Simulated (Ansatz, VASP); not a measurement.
## One calculation of SrO, two programs

File INCAR:

```
PREC     = Accurate       # precision mode
ENCUT    = 520            # plane-wave cutoff, eV
EDIFF    = 1E-8           # SCF threshold, eV
ISMEAR   = -1             # smearing method
SIGMA    = 0.02           # smearing width, eV
LREAL    = False          # projectors in reciprocal space
LASPH    = True           # aspherical terms in the spheres
NELM     = 100            # most SCF steps
ALGO     = Normal         # electronic algorithm
ISIF     = 2              # what is computed and relaxed
LWAVE    = False          # write WAVECAR
LCHARG   = False          # write CHGCAR
GGA      = CA             # functional
LEFG     = True         
NBANDS   = 15             # bands
```

Contents of KPOINTS:

```
Automatic mesh
0
Gamma
  8 8 8
```

Contents of POSCAR:

```
SrO
1.0
    0.0000000000      2.6202010311      2.6202010311
    2.6202010311      0.0000000000      2.6202010311
    2.6202010311      2.6202010311      0.0000000000
Sr O
1 1
Direct
    0.0000000000      0.0000000000      0.0000000000
    0.5000000000      0.5000000000      0.5000000000
```

Input for Ansatz:

```yaml
crystal:
  lattice:
    - [0.0, 2.6202010311, 2.6202010311]
    - [2.6202010311, 0.0, 2.6202010311]
    - [2.6202010311, 2.6202010311, 0.0]
  atoms:
    - { symbol: Sr, position: [0.0, 0.0, 0.0] }
    - { symbol: O, position: [0.5, 0.5, 0.5] }
kpoints:
  mp_grid: { grid: [8, 8, 8] }
scf:
  occupations: { method: fermi_dirac, width: 0.02 }
hamiltonian:
  xc: lda
  pseudopotentials: { kind: all_electron, datasets: crystal }
output:
  forces: true
  stress: true
  eigenvalues: true
  efg: { contact_densities: true }
```

Change from the starting cell: volume scaled by 1.06, crystal datasets.

Alike in both runs: task electric field gradients; functional LDA; k mesh 8 × 8 × 8; occupations fermi-dirac, width 0.02 eV; no spin polarisation.

|  | VASP | Ansatz |
| --- | --- | --- |
| version | VASP 6.6.1 | Ansatz 0.2.0 |
| potentials or method | VASP PAW LDA potentials, release 64 (Sr_sv, O), cutoff 520 eV | all-electron PAW with datasets made for the crystal, scalar-relativistic |

Ansatz gave:

```
gap on the k mesh at the Fermi level (eV) : 3.19
pressure (GPa)                            : -8.5
```

Task: Which values does VASP return?

Result: gap on the k mesh at the Fermi level (eV): 3.13; pressure (GPa): -8.0.

LDA's correlation is that of Perdew and Zunger in VASP and of Perdew and Wang (1992) in Ansatz. Ansatz ran all-electron here, and VASP with PAW potentials.
